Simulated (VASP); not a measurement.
# NiO (I4mm) in VASP: single point with PBE

Aim: the single point of NiO with PBE.

Program: VASP 6.6.1. These are calculated values, not measurements. Logs are shortened: lines on timing, memory, paths and dates and some standing lists are left out, and cuts for length are marked.

## 1. The cell of the first run

Symmetry: I4mm, No. 107, tetragonal system. Conventional cell: a = 2.982 Å, b = 2.982 Å, c = 4.217 Å, α = 90.00°, β = 90.00°, γ = 90.00°. Within 2.7 Å of Ni (site symmetry 4mm) lie 6 O at 2.03 to 2.19 Å. Within 2.7 Å of O (site symmetry 4mm) lie 6 Ni at 2.03 to 2.19 Å.

## 2. Single point, PBE, non-collinear spin, typed start, spin-orbit coupling (atom 2 (O) moved 0.08 Å along y)

Contents of INCAR:

```
SYSTEM = NiO
PREC = Accurate
ENCUT = 520
EDIFF = 1E-6
ISMEAR = 0
SIGMA = 0.05
LREAL = .False.
LASPH = .True.
NELM = 150
ALGO = Normal
ISIF = 2
LWAVE = .False.
LCHARG = .False.
MAGMOM = 0 0 1.63 0 0 0
LORBIT = 11
LSORBIT = .True.
GGA_COMPAT = .False.
LORBMOM = .True.
LMAXMIX = 4
GGA = PE
NBANDS = 28
```

Contents of KPOINTS:

```
Automatic mesh
0
Gamma
  14 14 14
  0 0 0
```

Contents of POSCAR:

```
NiO
1.0
    0.0000000000      2.1084927028      2.1084927028
    2.1084927028      0.0000000000      2.1084927028
    2.1084927028      2.1084927028      0.0000000000
Ni O
1 1
Direct
    0.0000000000      0.0000000000      0.0000000000
    0.5189708980      0.4810291020      0.5189708980
```

Potentials or basis: VASP PAW PBE potentials, release 64 (Ni, O).

The run is started by

```
$ cat potpaw_PBE.64/Ni/POTCAR potpaw_PBE.64/O/POTCAR > POTCAR
$ mpirun -np 1 vasp_ncl > vasp.out
```

OUTCAR:

```text
SYSTEM = NiO
   PREC = Accurate
   ENCUT = 520
   EDIFF = 1E-6
   ISMEAR = 0
   LREAL = .False.
   LASPH = .True.
   NELM = 150
   ISIF = 2
   LORBIT = 11
   LSORBIT = .True.
   GGA = PE

 ion  position               nearest neighbor table
   1  0.000  0.000  0.000-   2 2.03   2 2.11   2 2.11   2 2.11   2 2.11   2 2.19
   2  0.519  0.481  0.519-   1 2.03   1 2.11   1 2.11   1 2.11   1 2.11   1 2.19

  LATTYP: Found a face centered cubic cell.
 ALAT       =     4.2169854056

  Lattice vectors:

 A1 = (   0.0000000000,   2.1084927028,   2.1084927028)
 A2 = (   2.1084927028,   0.0000000000,   2.1084927028)
 A3 = (   2.1084927028,   2.1084927028,   0.0000000000)

Analysis of symmetry for initial positions (statically):
=====================================================================
 Subroutine PRICEL returns:
 Original cell was already a primitive cell.

 Routine SETGRP: Setting up the symmetry group for a
 face centered cubic supercell.

 Subroutine GETGRP returns: Found  8 space group operations
 (whereof  8 operations were pure point group operations)
 out of a pool of 48 trial point group operations.

The static configuration has the point symmetry C_4v.

Analysis of symmetry for dynamics (positions and initial velocities):
=====================================================================
 Subroutine PRICEL returns:
 Original cell was already a primitive cell.

 Routine SETGRP: Setting up the symmetry group for a
 face centered cubic supercell.

 Subroutine GETGRP returns: Found  8 space group operations
 (whereof  8 operations were pure point group operations)
 out of a pool of 48 trial point group operations.

The dynamic configuration has the point symmetry C_4v.

Analysis of structural, dynamic, and magnetic symmetry:
=====================================================================
 Subroutine PRICEL returns:
 Original cell was already a primitive cell.

 Routine SETGRP: Setting up the symmetry group for a
 face centered cubic supercell.

 Subroutine GETGRP returns: Found  2 space group operations
 (whereof  2 operations were pure point group operations)
 out of a pool of 48 trial point group operations.

The overall configuration has the point symmetry C_1h.

 Subroutine INISYM returns: Found  2 space group operations
 (whereof  2 operations are pure point group operations),
 and found     1 'primitive' translations

----------------------------------------------------------------------------------------

                                     Primitive cell

  volume of cell :      18.7476

  direct lattice vectors                    reciprocal lattice vectors
     0.000000000  2.108492703  2.108492703    -0.237136225  0.237136225  0.237136225
     2.108492703  0.000000000  2.108492703     0.237136225 -0.237136225  0.237136225
     2.108492703  2.108492703  0.000000000     0.237136225  0.237136225 -0.237136225

  length of vectors
     2.981858976  2.981858976  2.981858976     0.410731990  0.410731990  0.410731990

  position of ions in fractional coordinates (direct lattice)
     0.000000000  0.000000000  0.000000000
     0.518970898  0.481029102  0.518970898

  ion indices of the primitive-cell ions
   primitive index   ion index
                 1           1
                 2           2

----------------------------------------------------------------------------------------

 KPOINTS: Automatic mesh

Automatic generation of k-mesh.
 Grid dimensions read from file:
 generate k-points for:   14   14   14

 Generating k-lattice:

  Cartesian coordinates                     Fractional coordinates (reciprocal lattice)
    -0.016938302  0.016938302  0.016938302     0.071428571  0.000000000  0.000000000
     0.016938302 -0.016938302  0.016938302     0.000000000  0.071428571  0.000000000
     0.016938302  0.016938302 -0.016938302     0.000000000  0.000000000  0.071428571

  Length of vectors
[... 95 lines left out ...]
 number of electron      16.0000014 magnetization       0.0000000      0.0000000      1.8171370

 Free energy of the ion-electron system (eV)
  ---------------------------------------------------
  ext. energy  EPLUGINS =         0.00000000
  ---------------------------------------------------
  free energy    TOTEN  =       -11.48549354 eV

  energy without entropy =      -11.48389278  energy(sigma->0) =      -11.48469316

 E-fermi :   7.4822     XC(G=0): -12.5080

 val. band max:        7.4819038870   @ k =   0.1429   0.0714  -0.4286
 cond. band min:       7.4833484510   @ k =  -0.0714   0.0000   0.5000
 fundamental gap:      0.0014445640
 Fermi energy:         7.4821993366

 k-point     1 :       0.0000    0.0000    0.0000
  band No.  band energies     occupation
      1     -12.6167      1.00000
      2     -12.1471      1.00000
      3       3.9329      1.00000
      4       4.3302      1.00000
      5       4.3854      1.00000
      6       4.3981      1.00000
[... 733 lines left out ...]
     27      28.2255      0.00000
     28      28.5345      0.00000

 [... further k-points ...]

------------------------ aborting loop because EDIFF is reached ----------------------------------------

  FORCE on cell =-STRESS in cart. coord.  units (eV):
  Direction    XX          YY          ZZ          XY          YZ          ZX
  --------------------------------------------------------------------------------------
  -------------------------------------------------------------------------------------
  Total       -0.0352039      0.2497349     -0.0396185      0.0000091      0.0000000      0.0000000
  in kB       -3.0085352     21.3424158     -3.3858111      0.0007804      0.0000000      0.0000000
  external PRESSURE =       4.9826898 kB  Pullay stress =       0.0000000 kB

 VOLUME and BASIS-vectors are now :
 -----------------------------------------------------------------------------
  energy-cutoff  :      520.00
  volume of cell :       18.75
      direct lattice vectors                 reciprocal lattice vectors
     0.000000000  2.108492703  2.108492703    -0.237136225  0.237136225  0.237136225
     2.108492703  0.000000000  2.108492703     0.237136225 -0.237136225  0.237136225
     2.108492703  2.108492703  0.000000000     0.237136225  0.237136225 -0.237136225

 POSITION                                       TOTAL-FORCE (eV/Angst)
 -----------------------------------------------------------------------------------
      0.00000      0.00000      0.00000        -0.000006      0.159244      0.000000
      2.10849      2.18849      2.10849         0.000006     -0.159244      0.000000
 -----------------------------------------------------------------------------------
    total drift:                               -0.000005      0.000214     -0.000000

  FREE ENERGIE OF THE ION-ELECTRON SYSTEM (eV)
  ---------------------------------------------------
  free  energy   TOTEN  =       -11.4854935350 eV

  energy  without entropy=      -11.4838927836  energy(sigma->0) =      -11.48469316

 orbital moment (x)

 # of ion     p       d       tot
 ----------------------------------------
  1         0.000   0.000   0.000
  2         0.000   0.000   0.000
 ----------------------------------------
            0.000   0.000   0.000

 orbital moment (y)

 # of ion     p       d       tot
 ----------------------------------------
  1         0.000   0.000   0.000
  2         0.000   0.000   0.000
 ----------------------------------------
            0.000   0.000   0.000

 orbital moment (z)

 # of ion     p       d       tot
 ----------------------------------------
  1         0.000   0.137   0.137
  2        -0.003   0.000  -0.003
 ----------------------------------------
           -0.003   0.137   0.135

 Spin-Orbit-Coupling matrix elements

 Ion:    1  E_soc:     -0.0229493
 l=   1
     0.0000000    -0.0002010    -0.0002031
    -0.0002010     0.0000000    -0.0001986
    -0.0002031    -0.0001986     0.0000000
 l=   2
     0.0000000    -0.0001279     0.0000000    -0.0001242    -0.0040962
    -0.0001279     0.0000000    -0.0024099    -0.0001377    -0.0007965
     0.0000000    -0.0024099     0.0000000    -0.0023922     0.0000000
    -0.0001242    -0.0001377    -0.0023922     0.0000000    -0.0007873
    -0.0040962    -0.0007965     0.0000000    -0.0007873     0.0000000
 l=   3
     0.0000000     0.0000000     0.0000000     0.0000000     0.0000000     0.0000000     0.0000000
     0.0000000     0.0000000     0.0000000     0.0000000     0.0000000     0.0000000     0.0000000
     0.0000000     0.0000000     0.0000000     0.0000000     0.0000000     0.0000000     0.0000000
     0.0000000     0.0000000     0.0000000     0.0000000     0.0000000     0.0000000     0.0000000
     0.0000000     0.0000000     0.0000000     0.0000000     0.0000000     0.0000000     0.0000000
     0.0000000     0.0000000     0.0000000     0.0000000     0.0000000     0.0000000     0.0000000
     0.0000000     0.0000000     0.0000000     0.0000000     0.0000000     0.0000000     0.0000000

 Ion:    2  E_soc:      0.0000556
 l=   1
     0.0000000     0.0000094     0.0000107
     0.0000094     0.0000000     0.0000077
     0.0000107     0.0000077     0.0000000
 l=   2
     0.0000000     0.0000000     0.0000000     0.0000000     0.0000000
     0.0000000     0.0000000     0.0000000     0.0000000     0.0000000
     0.0000000     0.0000000     0.0000000     0.0000000     0.0000000
     0.0000000     0.0000000     0.0000000     0.0000000     0.0000000
     0.0000000     0.0000000     0.0000000     0.0000000     0.0000000
 l=   3
     0.0000000     0.0000000     0.0000000     0.0000000     0.0000000     0.0000000     0.0000000
     0.0000000     0.0000000     0.0000000     0.0000000     0.0000000     0.0000000     0.0000000
     0.0000000     0.0000000     0.0000000     0.0000000     0.0000000     0.0000000     0.0000000
     0.0000000     0.0000000     0.0000000     0.0000000     0.0000000     0.0000000     0.0000000
     0.0000000     0.0000000     0.0000000     0.0000000     0.0000000     0.0000000     0.0000000
     0.0000000     0.0000000     0.0000000     0.0000000     0.0000000     0.0000000     0.0000000
     0.0000000     0.0000000     0.0000000     0.0000000     0.0000000     0.0000000     0.0000000

 total charge

# of ion       s       p       d       tot
------------------------------------------
    1        0.326   0.387   8.225   8.938
    2        1.556   3.413   0.000   4.969
--------------------------------------------------
tot          1.882   3.800   8.225  13.907

 magnetization (x)

# of ion       s       p       d       tot
------------------------------------------
    1        0.000   0.000  -0.000  -0.000
    2        0.000  -0.000   0.000  -0.000
--------------------------------------------------
tot          0.000  -0.000  -0.000  -0.000

 magnetization (y)

# of ion       s       p       d       tot
------------------------------------------
    1        0.000   0.000  -0.000  -0.000
    2        0.000  -0.000   0.000  -0.000
--------------------------------------------------
tot          0.000  -0.000  -0.000  -0.000

 magnetization (z)

# of ion       s       p       d       tot
------------------------------------------
    1        0.011   0.016   1.456   1.483
    2        0.027   0.259   0.000   0.286
--------------------------------------------------
tot          0.038   0.274   1.456   1.769
```

It took 54 min on 1 thread of Intel Xeon 8259CL, shared host; peak memory 1.1 GiB.

Results:

```yaml
Free_energy: -11.4855 eV
Pressure: 0.5 GPa
Largest_force: 0.159 eV/Å
Net_moment: 1.82 μB per cell
Valence_electrons_inside_the_program's_atomic_spheres: Ni 8.94; O 4.97
```

Forces on the atoms (eV/Å):
```
Ni   0.000  0.159  0.000
O    0.000 -0.159  0.000
```

Stress tensor (GPa, compression positive):
```
-0.30  0.00  0.00
 0.00  2.13  0.00
 0.00  0.00 -0.34
```

Moments on the atoms (μB; x, y, z):
```
Ni  0.00 0.00 1.48
O   0.00 0.00 0.29
```

Caveat: the cell differs from its parent crystal (atom 2 (O) moved 0.08 Å along y); a cell with one magnetic atom can't hold antiferromagnetic order, which such compounds often take.
